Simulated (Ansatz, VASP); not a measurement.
Two plane-wave programs on TiN

```
CELL_PARAMETERS angstrom
0.00000 1.89704 1.89704
1.89704 0.00000 1.89704
1.89704 1.89704 0.00000
ATOMIC_POSITIONS crystal
Ti 0.00000 0.00000 0.00000
N 0.50000 0.50000 0.50000
```

Change from the starting cell: volume scaled by 0.72, PAW files.

Alike in both runs: task single point; functional r2SCAN; k mesh 17 × 17 × 17; occupations fermi-dirac, width 0.1 eV; no spin polarisation.

```csv
,VASP,Ansatz
version,VASP 6.6.1,Ansatz 0.2.0
potentials or method,"VASP PAW PBE potentials, release 64 (Ti_sv, N)","PAW with Ansatz's default frozen-core files, scalar-relativistic"
plane-wave cutoff (eV),520,500
valence electrons in the cell,17,17
```

Ansatz gave:

| Quantity | Value |
| --- | --- |
| pressure (GPa) | 191.4 |

Question: What did VASP give for the same quantities?

Answer: Pressure (GPa): 195.0.

VASP's potentials were made for PBE, not for r2SCAN. Both programs put the cell under a high pressure, so it lies far from rest at this level.

Noted on VASP's run: the cell as given lies far from equilibrium.
